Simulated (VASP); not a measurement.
Wanted: the native input for a VASP 6.6.1 run.

- Task: single point
- Functional: r2SCAN
- Potentials or basis: VASP PAW PBE potentials, release 64 (Hf_pv, N)
- Cutoff: 660 eV
- k mesh: 6 × 6 × 6
- Occupations: methfessel-paxton, width 0.1 eV
- Spin: no spin polarisation
- Dipole correction: no
- Further INCAR settings: ALGO = Normal; EDIFF = 1e-06; NBANDS = 14

HfN:

```
Hf N
1.0
     0.00000    2.25600    2.25600
     2.25600    0.00000    2.25600
     2.25600    2.25600    0.00000
Hf N
1 1
Cartesian
  0.0000 0.0000 0.0000
  2.2560 2.2560 2.2560
```

These files were run (other wordings do the same):

POSCAR

```
HfN
1.0
    0.0000000000      2.2560000000      2.2560000000
    2.2560000000      0.0000000000      2.2560000000
    2.2560000000      2.2560000000      0.0000000000
Hf N
1 1
Direct
    0.0000000000      0.0000000000      0.0000000000
    0.5000000000      0.5000000000      0.5000000000
```

INCAR.step1

```
SYSTEM = HfN
PREC = Accurate
ENCUT = 660
ISMEAR = 1
SIGMA = 0.1
LREAL = .FALSE.
LASPH = .TRUE.
NELM = 120
NBANDS = 14
GGA = PE
ALGO = Normal
EDIFF = 1E-5
LWAVE = .TRUE.
LCHARG = .FALSE.
GGA_COMPAT = .FALSE.
```

INCAR.step2

```
SYSTEM = HfN
PREC = Accurate
ENCUT = 660
EDIFF = 1E-6
ISMEAR = 1
SIGMA = 0.1
LREAL = .FALSE.
LASPH = .TRUE.
NELM = 120
ALGO = Normal
ISIF = 2
LWAVE = .FALSE.
LCHARG = .TRUE.
METAGGA = R2SCAN
LMIXTAU = .TRUE.
LELF = .TRUE.
LVHAR = .TRUE.
NBANDS = 14
ISTART = 1
GGA_COMPAT = .FALSE.
```

KPOINTS

```
Automatic mesh
0
G
  6 6 6
  0 0 0
```

Potentials or basis: VASP PAW PBE potentials, release 64 (Hf_pv, N).

Command:

```bash
$ cat potpaw_PBE.64/Hf_pv/POTCAR potpaw_PBE.64/N/POTCAR > POTCAR
$ cp INCAR.step1 INCAR
$ mpirun -np 1 vasp_std > vasp.out
$ cp INCAR.step2 INCAR
$ mpirun -np 1 vasp_std > vasp.out
```

Results of the run:

```json
{
  "Pressure": "-0.3 GPa"
}
```

Caveat: the k points lie up to 0.40 Å⁻¹ apart; the PAW data sets were made with another functional, which shifts forces and pressure a little.

Run time: 44 s on 1 thread of AMD EPYC 9R45 (Zen 5), with other jobs on the host, peak memory 0.14 GiB.
